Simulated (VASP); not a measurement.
A run of VASP 6.6.1 is set up as follows.

Contents of INCAR:

```
SYSTEM = ZrB2
  PREC = Accurate
  ENCUT = 520
  EDIFF = 1E-7
  ISMEAR = 0
  SIGMA = 0.15
  LREAL = .FALSE.
  LASPH = .TRUE.
  NELM = 100
  ALGO = Normal
  ISIF = 2
  LWAVE = .FALSE.
  LCHARG = .FALSE.
  GGA = CA
  NBANDS = 16
```

File KPOINTS:

```
regular mesh
0
G
  18 18 12
  0 0 0
```

File POSCAR:

```
ZrB2
1.0
    3.0018528294      0.0000000000      0.0000000000
   -1.5009264147      2.5996808087      0.0000000000
    0.0000000000      0.0000000000      3.3433458192
Zr B
1 2
Direct
    0.0000000000      0.0000000000      0.0000000000
    0.3333333333      0.6666666667      0.5000000000
    0.6666666667      0.3333333333      0.5000000000
```

Potentials or basis: VASP PAW LDA potentials, release 64 (Zr_sv, B).

Run with:

```console
$ cat potpaw_LDA.64/Zr_sv/POTCAR potpaw_LDA.64/B/POTCAR > POTCAR
$ mpirun -np 1 vasp_std > vasp.out
```

Problem. Estimate the band gap on the k mesh.

Solution. Zero (band 9 reaches 13.30 eV, above the bottom of band 10 at 11.81 eV).

Problem. What does it give for the pressure?

Solution. 43.6 GPa.

Stress tensor (GPa, compression positive):
```
44.26  0.00  0.00
 0.00 44.26  0.00
 0.00  0.00 42.33
```
